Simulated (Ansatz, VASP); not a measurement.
## One calculation of Ga, two programs

INCAR

```
SYSTEM = Ga
  PREC = Accurate
  ENCUT = 520
  EDIFF = 1E-6
  ISMEAR = -1
  SIGMA = 0.05
  LREAL = .False.
  LASPH = .True.
  NELM = 60
  ALGO = Fast
  ISIF = 2
  LWAVE = .False.
  LCHARG = .True.
  LELF = .True.
  LVHAR = .True.
  NBANDS = 20
```

Contents of KPOINTS:

```
regular mesh
0
Gamma
  10 10 8
  0 0 0
```

Contents of POSCAR:

```
Ga
1.0
    1.4101245334     -4.1054710295      0.0000000000
    1.4101245334      4.1054710295      0.0000000000
   -0.1197509717      0.0000000000      3.3952387564
Ga
2
Direct
    0.1310000000      0.8690000000      0.7500000000
    0.8690000000      0.1310000000      0.2500000000
```

File input.yaml:

```yaml
crystal:
  lattice:
    - [1.4101245334, -4.1054710295, 0.0]
    - [1.4101245334, 4.1054710295, 0.0]
    - [-0.1197509717, 0.0, 3.3952387564]
  atoms:
    - { symbol: Ga, position: [0.131, 0.869, 0.75] }
    - { symbol: Ga, position: [0.869, 0.131, 0.25] }
kpoints:
  mp_grid: { grid: [10, 10, 8] }
scf:
  occupations: { method: fermi_dirac, width: 0.05 }
hamiltonian:
  xc: lda
  pseudopotentials: { kind: all_electron, lapw: { basis_error: 0.001 } }
output:
  forces: true
  stress: true
  eigenvalues: true
```

Change from the starting cell: volume scaled by 1.06.

Alike in both runs: task single point; functional LDA; k mesh 10 × 10 × 8; occupations fermi-dirac, width 0.05 eV; no spin polarisation.

```csv
,VASP,Ansatz
version,VASP 6.6.1,Ansatz 0.2.0
potentials or method,"VASP PAW LDA potentials, release 64 (Ga_d), cutoff 520 eV","all-electron LAPW, scalar-relativistic"
```

Ansatz gave:

```
gap on the k mesh at the Fermi level (eV)                     : none
pressure (GPa)                                                : -6.1
traceless stress, the component that is largest in VASP (GPa) : -0.43
rms of the force components (eV/Å)                            : 0.084
```

Task: What did VASP give for the same quantities?

Result: gap on the k mesh at the Fermi level (eV): none; pressure (GPa): -6.2; traceless stress, the component that is largest in VASP (GPa): -0.44; rms of the force components (eV/Å): 0.087.

LDA's correlation is that of Perdew and Zunger in VASP and of Perdew and Wang (1992) in Ansatz. Atom by atom the forces differ by 0.003 eV/Å (rms over components). A gap of «none» marks a metal or a gap that the smearing closes. Ansatz ran all-electron here, and VASP with PAW potentials.
